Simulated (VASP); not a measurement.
# Ti (I4_1/amd) in VASP: further runs

The runs below take Ti through single point, with LDA.

Everything below comes from runs of VASP 6.6.1. Logs are shortened: lines on timing, memory, paths and dates and some standing lists are left out, and cuts for length are marked.

### Step 1. The cell of the first run

The structure is tetragonal, space group I4_1/amd (No. 141). The conventional cell has a = 4.592 Å, b = 4.592 Å, c = 2.662 Å, α = 90.00°, β = 90.00°, γ = 90.00°. Ti (site symmetry -4m2) has 10 Ti at 2.39 to 3.04 Å within 3.2 Å.

### Step 2. Single point, LDA

Contents of INCAR:

```
SYSTEM = Ti
PREC = Accurate
ENCUT = 520
EDIFF = 1E-6
ISMEAR = -1
SIGMA = 0.05
LREAL = .FALSE.
LASPH = .TRUE.
NELM = 80
ALGO = Normal
ISIF = 2
LWAVE = .FALSE.
LCHARG = .FALSE.
GGA = CA
NBANDS = 19
```

Contents of KPOINTS:

```
regular mesh
0
G
  17 17 17
  0 0 0
```

Contents of POSCAR:

```
Ti
1.0
   -2.2961659539      2.2961659539      1.3311308057
    2.2961659539     -2.2961659539      1.3311308057
    2.2961659539      2.2961659539     -1.3311308057
Ti
2
Direct
   -0.3750000000     -0.1250000000     -0.2500000000
    0.3750000000      0.1250000000      0.2500000000
```

Potentials or basis: VASP PAW LDA potentials, release 64 (Ti_sv).

Run with:

```bash
> cat potpaw_LDA.64/Ti_sv/POTCAR > POTCAR
> mpirun -np 1 vasp_std > vasp.out
```

OUTCAR:

```text
SYSTEM = Ti
   PREC = Accurate
   ENCUT = 520
   EDIFF = 1E-6
   ISMEAR = -1
   LREAL = .FALSE.
   LASPH = .TRUE.
   NELM = 80
   ISIF = 2
   GGA = CA

 ion  position               nearest neighbor table
   1  0.625  0.875  0.750-   2 2.39   2 2.39   2 2.39   2 2.39
   2  0.375  0.125  0.250-   1 2.39   1 2.39   1 2.39   1 2.39

  LATTYP: Found a body centered tetragonal cell.
 ALAT       =     4.5923319078
 C/A-ratio  =     0.5797189020

  Lattice vectors:

 A1 = (  -2.2961659539,   2.2961659539,   1.3311308057)
 A2 = (   2.2961659539,  -2.2961659539,   1.3311308057)
 A3 = (   2.2961659539,   2.2961659539,  -1.3311308057)

Analysis of symmetry for initial positions (statically):
=====================================================================
 Subroutine PRICEL returns:
 Original cell was already a primitive cell.

 Routine SETGRP: Setting up the symmetry group for a
 body centered tetragonal supercell.

 Subroutine GETGRP returns: Found 16 space group operations
 (whereof  4 operations were pure point group operations)
 out of a pool of 16 trial point group operations.

The static configuration has the point symmetry C_2h.
 The point group associated with its full space group is D_4h.

Analysis of symmetry for dynamics (positions and initial velocities):
=====================================================================
 Subroutine PRICEL returns:
 Original cell was already a primitive cell.

 Routine SETGRP: Setting up the symmetry group for a
 body centered tetragonal supercell.

 Subroutine GETGRP returns: Found 16 space group operations
 (whereof  4 operations were pure point group operations)
 out of a pool of 16 trial point group operations.

The dynamic configuration has the point symmetry C_2h.
 The point group associated with its full space group is D_4h.

 Subroutine INISYM returns: Found 16 space group operations
 (whereof  4 operations are pure point group operations),
 and found     1 'primitive' translations

----------------------------------------------------------------------------------------

                                     Primitive cell

  volume of cell :      28.0729

  direct lattice vectors                    reciprocal lattice vectors
[... 76 lines left out ...]
   NGXF,Y,Z  is equivalent  to a cutoff of  26.53, 26.53, 26.53 a.u.
 SYSTEM =  Ti
   PREC   = accura    normal or accurate (medium, high low for compatibility)
   ISTART =      0    job   : 0-new  1-cont  2-samecut
   ICHARG =      2    charge: 1-file 2-atom 10-const
   ISPIN  =      1    spin polarized calculation?
   LNONCOLLINEAR =      F non collinear calculations
   LSORBIT =      F    spin-orbit coupling
   LASPH  =      T    aspherical Exc in radial PAW
   ENCUT  =  520.0 eV  38.22 Ry    6.18 a.u.   6.53  6.53  6.53*2*pi/ulx,y,z
   NELM   =     80;   NELMIN=  2; NELMDL= -5     # of ELM steps
   EDIFF  = 0.1E-05   stopping-criterion for ELM
   LREAL  =      F    real-space projection
   EDIFFG = 0.1E-04   stopping-criterion for IOM
   NSW    =      0    number of steps for IOM
   IBRION =     -1    ionic relax: 0-MD 1-quasi-New 2-CG
   NFREE  =      0    steps in history (QN), initial steepest desc. (CG)
   ISIF   =      2    stress and relaxation
   ISYM   =      2    0-nonsym 1-usesym 2-fastsym
   POTIM  = 0.5000    time-step for ionic-motion
   TEBEG  =    0.0;   TEEND  =   0.0 temperature during run
   PSTRESS=    0.0 pullay stress
   NELECT =      24.0000    total number of electrons
   NUPDOWN=      -1.0000    fix difference up-down
   EMIN   =  10.00;   EMAX   =-10.00  energy-range for DOS
   EFERMI =   0.00;   METHOD = LEGACY
   ISMEAR =    -1;   SIGMA  =   0.05  broadening in eV -4-tet -1-fermi 0-gaus
   EFERMI_NEDOS =   21; number of points for ismear=-14 and -15
   IALGO  =     38    algorithm
   IMIX   =      4    mixing-type and parameters
     AMIX     =   0.40;   BMIX     =  1.00
     AMIX_MAG =   1.60;   BMIX_MAG =  1.00
  volume/ion in A,a.u.               =      14.04        94.72
  Fermi-wavevector in a.u.,A,eV,Ry     =   1.553756  2.936173 32.846610  2.414158
  Thomas-Fermi vector in A             =   2.657941
   LORBIT       =      0    0 simple, 1 ext, 2 COOP (PROOUT), +10 PAW based schemes
   GGA     = CA    functional components
   LHFCALC =     F    Hartree Fock is set to
   AEXX    =    0.0000 exact exchange contribution
   IVDW    =     0    specifies the selected vdW correction
   LEPSILON=     F    determine dielectric tensor
   LRPA    =     F    only Hartree local field effects (RPA)
 non-spin polarized calculation
  energy-cutoff  :      520.00
  volume of cell :       28.07
 maximum number of plane-waves:       773
 NGX is ok and might be reduce to    28
   NGX = 13   NGY = 13   NGZ = 13

 number of electron      24.0000000 magnetization

 Free energy of the ion-electron system (eV)
  ---------------------------------------------------
  ext. energy  EPLUGINS =         0.00000000
  ---------------------------------------------------
  free energy    TOTEN  =       -16.16789878 eV

  energy without entropy =      -16.14387729  energy(sigma->0) =      -16.15588803

 E-fermi :  10.1229     XC(G=0): -12.7923

 val. band max:       10.1229473759   @ k =  -0.1765   0.2353   0.0588
 cond. band min:      10.1241083425   @ k =   0.3529   0.1176   0.0000
 fundamental gap:      0.0011609667
 Fermi energy:        10.1229491030

 k-point     1 :       0.0000    0.0000    0.0000
  band No.  band energies     occupation
      1     -45.5318      2.00000
      2     -44.7913      2.00000
      3     -22.6508      2.00000
      4     -22.6508      2.00000
      5     -21.3535      2.00000
      6     -21.3255      2.00000
[... 505 lines left out ...]
      6     -21.3540      2.00000
[... 11 lines left out ...]
     18      15.3906      0.00000
     19      15.9014      0.00000

 [... further k-points ...]
[... 5 lines left out ...]
  --------------------------------------------------------------------------------------
  -------------------------------------------------------------------------------------
  Total        3.0359011      3.0359011      2.9643508      0.0000000      0.0000000      0.0000000
  in kB      173.2650348    173.2650348    169.1815120      0.0000000      0.0000000      0.0000000
  external PRESSURE =     171.9038606 kB  Pullay stress =       0.0000000 kB

 VOLUME and BASIS-vectors are now :
 -----------------------------------------------------------------------------
  energy-cutoff  :      520.00
  volume of cell :       28.07
      direct lattice vectors                 reciprocal lattice vectors
    -2.296165954  2.296165954  1.331130806     0.000000000  0.217754296  0.375620486
     2.296165954 -2.296165954  1.331130806     0.217754296  0.000000000  0.375620486
     2.296165954  2.296165954 -1.331130806     0.217754296  0.217754296  0.000000000

 POSITION                                       TOTAL-FORCE (eV/Angst)
 -----------------------------------------------------------------------------------
      2.29617      1.14808      0.99835        -0.000000     -0.000000     -0.000000
      0.00000      1.14808      0.33278         0.000000      0.000000      0.000000
 -----------------------------------------------------------------------------------
    total drift:                               -0.000000      0.000000     -0.000000

  FREE ENERGIE OF THE ION-ELECTRON SYSTEM (eV)
  ---------------------------------------------------
  free  energy   TOTEN  =       -16.1678987788 eV

  energy  without entropy=      -16.1438772893  energy(sigma->0) =      -16.15588803
```

OSZICAR:

```text
N       E                     dE             d eps       ncg     rms          rms(c)
DAV:   1     0.262383190458E+03    0.26238E+03   -0.12898E+04 15438   0.163E+03
DAV:   2     0.108790404053E+02   -0.25150E+03   -0.24686E+03 15761   0.448E+02
DAV:   3    -0.163949161444E+02   -0.27274E+02   -0.26606E+02 29061   0.123E+02
DAV:   4    -0.173442107629E+02   -0.94929E+00   -0.94339E+00 17916   0.238E+01
DAV:   5    -0.173800727744E+02   -0.35862E-01   -0.35848E-01 22038   0.357E+00    0.149E+01
DAV:   6    -0.161109512980E+02    0.12691E+01   -0.47161E+00 18640   0.216E+01    0.479E+00
DAV:   7    -0.161312902262E+02   -0.20339E-01   -0.49169E-01 22752   0.472E+00    0.236E+00
DAV:   8    -0.161729911208E+02   -0.41701E-01   -0.24033E-01 16984   0.530E+00    0.755E-01
DAV:   9    -0.161674096311E+02    0.55815E-02   -0.43128E-02 16427   0.236E+00    0.193E-01
DAV:  10    -0.161679179877E+02   -0.50836E-03   -0.24581E-03 20035   0.336E-01    0.988E-02
DAV:  11    -0.161679001815E+02    0.17806E-04   -0.33272E-04 17531   0.150E-01    0.103E-02
DAV:  12    -0.161678989418E+02    0.12397E-05   -0.86485E-06 18584   0.283E-02    0.316E-03
DAV:  13    -0.161678987788E+02    0.16303E-06   -0.82603E-07  8726   0.101E-02
   1 F= -.16167899E+02 E0= -.16155888E+02  d E =-.240215E-01
```

It took 2.5 min on 1 thread of AMD EPYC 9R45 (Zen 5), shared host; peak memory 0.25 GiB.

Results:

```yaml
Free_energy: -16.1679 eV
Pressure: 17.2 GPa
Band_gap_on_the_k_mesh: zero (band 12 reaches 10.57 eV, above the bottom of band 13 at 9.43 eV)
```

### Step 3. Single point, LDA

Contents of INCAR:

```
  PREC = Accurate
  ENCUT = 520
  EDIFF = 1E-6
  ISMEAR = -1
  SIGMA = 0.05
  LREAL = F
  LASPH = T
  NELM = 60
  ALGO = Normal
  ISIF = 2
  LWAVE = F
  LCHARG = F
  NBANDS = 19
```

Contents of KPOINTS:

```
regular mesh
0
Gamma
  17 17 17
```

Contents of POSCAR:

```
Ti
1.0
   -2.2960328283      2.2960328283      1.3312901306
    2.2960328283     -2.2960328283      1.3312901306
    2.2960328283      2.2960328283     -1.3312901306
Ti
2
Direct
   -0.3750000000     -0.1250000000     -0.2500000000
    0.3750000000      0.1250000000      0.2500000000
```

Potentials or basis: VASP PAW LDA potentials, release 64 (Ti_sv).

Run with:

```bash
> cat potpaw_LDA.64/Ti_sv/POTCAR > POTCAR
> mpirun -np 1 vasp_std > vasp.out
```

OUTCAR:

```text
PREC = Accurate
   ENCUT = 520
   EDIFF = 1E-6
   ISMEAR = -1
   LREAL = F
   LASPH = T
   NELM = 60
   ISIF = 2

 ion  position               nearest neighbor table
   1  0.625  0.875  0.750-   2 2.39   2 2.39   2 2.39   2 2.39
   2  0.375  0.125  0.250-   1 2.39   1 2.39   1 2.39   1 2.39

  LATTYP: Found a body centered tetragonal cell.
 ALAT       =     4.5920656566
 C/A-ratio  =     0.5798219059

  Lattice vectors:

 A1 = (  -2.2960328283,   2.2960328283,   1.3312901306)
 A2 = (   2.2960328283,  -2.2960328283,   1.3312901306)
 A3 = (   2.2960328283,   2.2960328283,  -1.3312901306)

Analysis of symmetry for initial positions (statically):
=====================================================================
 Subroutine PRICEL returns:
 Original cell was already a primitive cell.

 Routine SETGRP: Setting up the symmetry group for a
 body centered tetragonal supercell.

 Subroutine GETGRP returns: Found 16 space group operations
 (whereof  4 operations were pure point group operations)
 out of a pool of 16 trial point group operations.

[... 152 lines left out ...]
   NGX = 13   NGY = 13   NGZ = 13

 number of electron      24.0000000 magnetization

 Free energy of the ion-electron system (eV)
  ---------------------------------------------------
  ext. energy  EPLUGINS =         0.00000000
  ---------------------------------------------------
  free energy    TOTEN  =       -16.16790123 eV

  energy without entropy =      -16.14388722  energy(sigma->0) =      -16.15589422

 E-fermi :  10.1229     XC(G=0): -12.7923

 val. band max:       10.1225535544   @ k =   0.4118   0.0588   0.0588
 cond. band min:      10.1232515147   @ k =  -0.1765   0.2353   0.0588
 fundamental gap:      0.0006979603
 Fermi energy:        10.1229060311

 k-point     1 :       0.0000    0.0000    0.0000
  band No.  band energies     occupation
      1     -45.5320      2.00000
      2     -44.7912      2.00000
      3     -22.6511      2.00000
      4     -22.6511      2.00000
      5     -21.3540      2.00000
      6     -21.3260      2.00000
[... 505 lines left out ...]
      6     -21.3545      2.00000
[... 11 lines left out ...]
     18      15.3910      0.00000
     19      15.9017      0.00000

 [... further k-points ...]
[... 5 lines left out ...]
  --------------------------------------------------------------------------------------
  -------------------------------------------------------------------------------------
  Total        3.0365559      3.0365559      2.9594751     -0.0000000      0.0000000     -0.0000000
  in kB      173.3017597    173.3017597    168.9026185     -0.0000000      0.0000000     -0.0000000
  external PRESSURE =     171.8353793 kB  Pullay stress =       0.0000000 kB

 VOLUME and BASIS-vectors are now :
 -----------------------------------------------------------------------------
  energy-cutoff  :      520.00
  volume of cell :       28.07
      direct lattice vectors                 reciprocal lattice vectors
    -2.296032828  2.296032828  1.331290131     0.000000000  0.217766921  0.375575533
     2.296032828 -2.296032828  1.331290131     0.217766921  0.000000000  0.375575533
     2.296032828  2.296032828 -1.331290131     0.217766921  0.217766921  0.000000000

 POSITION                                       TOTAL-FORCE (eV/Angst)
 -----------------------------------------------------------------------------------
      2.29603      1.14802      0.99847        -0.000000      0.000000     -0.000000
     -0.00000      1.14802      0.33282         0.000000     -0.000000      0.000000
 -----------------------------------------------------------------------------------
    total drift:                                0.000000      0.000000     -0.000000

  FREE ENERGIE OF THE ION-ELECTRON SYSTEM (eV)
  ---------------------------------------------------
  free  energy   TOTEN  =       -16.1679012308 eV

  energy  without entropy=      -16.1438872157  energy(sigma->0) =      -16.15589422
```

stdout:

```text
POSCAR found type information on POSCAR Ti
 POSCAR found :  1 types and       2 ions
 scaLAPACK will be used
 LDA part: xc-table for (Slater(with rela. corr.)+CA(PZ))
 , standard interpolation
 POSCAR, INCAR and KPOINTS ok, starting setup
 FFT: planning ... GRIDC
 FFT: planning ... GRID_SOFT
 FFT: planning ... GRID
 WAVECAR not read
 entering main loop
```

It took 2.4 min on 1 thread of AMD EPYC 9R45 (Zen 5), shared host; peak memory 0.25 GiB.

What came out:

- Free energy: -16.1679 eV
- Pressure: 17.2 GPa
- Band gap on the k mesh: zero (band 12 reaches 10.57 eV, above the bottom of band 13 at 9.43 eV)
